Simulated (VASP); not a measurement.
A run of VASP 6.6.1:

The input INCAR:

```
SYSTEM = Au
PREC = Accurate
ENCUT = 520
EDIFF = 1E-7
ISMEAR = 0
SIGMA = 0.05
LREAL = .False.
LASPH = .True.
NELM = 80
ALGO = Fast
ISIF = 2
LWAVE = .False.
LCHARG = .False.
GGA = PS
NBANDS = 12
```

KPOINTS

```
Automatic mesh
0
Gamma
  8 9 8
  0 0 0
```

POSCAR

```
Au
1.0
   -0.0417739400      1.9534674600      2.1836343100
    2.0212981700      0.0837522500      2.0581081200
    2.1322925200      1.9389356200     -0.0272421100
Au
1
Direct
    0.0000000000      0.0000000000      0.0000000000
```

Potentials or basis: VASP PAW PBE potentials, release 64 (Au).

Command:

```sh
$ cat potpaw_PBE.64/Au/POTCAR > POTCAR
$ mpirun -np 1 vasp_std > vasp.out
```

Hardware: 1 thread of Intel(R) Xeon(R) Platinum 8259CL CPU @ 2.50GHz (Skylake/Cascade Lake) (shared host).

Estimate the wall time of this run.

It took 48 s on 1 thread of Intel(R) Xeon(R) Platinum 8259CL CPU @ 2.50GHz (Skylake/Cascade Lake), with other jobs on the host, peak memory 0.18 GiB. Counts: scf iterations 13, k points 290.
